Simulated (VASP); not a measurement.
Input of a VASP 6.6.1 run:

File INCAR:

```
SYSTEM = Ca
PREC = Accurate
ENCUT = 520
EDIFF = 1E-6
ISMEAR = 0
SIGMA = 0.15
LREAL = .FALSE.
LASPH = .TRUE.
NELM = 100
ALGO = Normal
ISIF = 2
LWAVE = .FALSE.
LCHARG = .FALSE.
GGA = PE
NBANDS = 11
```

File KPOINTS:

```
Automatic mesh
0
G
  14 14 14
  0 0 0
```

File POSCAR:

```
Ca
1.0
    0.0000000000      2.7942000000      2.7942000000
    2.9408955000      0.0000000000      2.7942000000
    2.9408955000      2.7942000000      0.0000000000
Ca
1
Direct
    0.0000000000      0.0000000000      0.0000000000
```

Potentials or basis: VASP PAW PBE potentials, release 64 (Ca_sv).

The run is started by

```console
$ cat potpaw_PBE.64/Ca_sv/POTCAR > POTCAR
$ mpirun -np 1 vasp_std > vasp.out
```

Question: Predict the band gap on the k mesh.

Answer: Zero (bands 5 and 6 overlap by 0.44 eV).

Question: What does it give for the pressure?

Answer: -1.3 GPa.

Stress tensor (GPa, compression positive):
```
-1.58  0.00  0.00
 0.00 -1.10  0.00
 0.00  0.00 -1.10
```

Caveat: the cell differs from its parent crystal (strain +0.0525 x Voigt [1, 0, 0, 0, 0, 0]).
